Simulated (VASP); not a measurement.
The system is Mg3SnN2.

```xyz
6
Lattice="5.7488 0.0000 0.0000 -2.8744 4.9786 0.0000 0.0000 0.0000 3.2931" Properties=species:S:1:pos:R:3 pbc="T T T"
Mg    2.8744    0.0000    1.6466
Mg    1.4372    2.4893    1.6466
Mg   -1.4372    2.4893    1.6466
Sn    0.0000    0.0000    0.0000
N     0.0000    3.3190    0.0000
N     2.8744    1.6595    0.0000
```

The cell was generated, and may not be a known phase.

```yaml
Program: VASP 6.6.1
Task: relaxation of cell and atoms
Functional: PBE
Potentials_or_basis: VASP PAW PBE potentials, release 64 (Mg, Sn_d, N)
Cutoff: 600 eV
k_mesh: 6 × 6 × 6
Occupations: gaussian, width 0.1 eV
Spin: no spin polarisation
```

At the start: pressure -8.0 GPa; volume 15.71 Å³/atom.

Question: Where does the relaxation end?

Answer: Over 3 steps the energy falls by 104.2 meV/atom and the volume is 14.35 Å³/atom (-8.7 %); space group P6/mmm (No. 191, to 0.1 Å) before and after.

Step by step:
| step | energy change (eV) | largest force (eV/Å) | pressure (GPa) | volume (Å³) |
| --- | --- | --- | --- | --- |
| 1 | 0.0000 | 0.0000 | -8.01 | 94.25 |
| 2 | -0.5466 | 0.0000 | 3.58 | 83.59 |
| 3 | -0.6251 | 0.0000 | -0.10 | 86.07 |

Final structure:
```xyz
6
Lattice="5.7385 0.0000 0.0000 -2.8693 4.9697 0.0000 0.0000 0.0000 3.0181" Properties=species:S:1:pos:R:3 pbc="T T T"
Mg    0.0000    4.9697    1.5090
Mg    1.4346    2.4849    1.5090
Mg   -1.4346    2.4849    1.5090
Sn   -2.8693    4.9697    3.0181
N     0.0000    3.3131    3.0181
N     2.8693    1.6566    0.0000
```
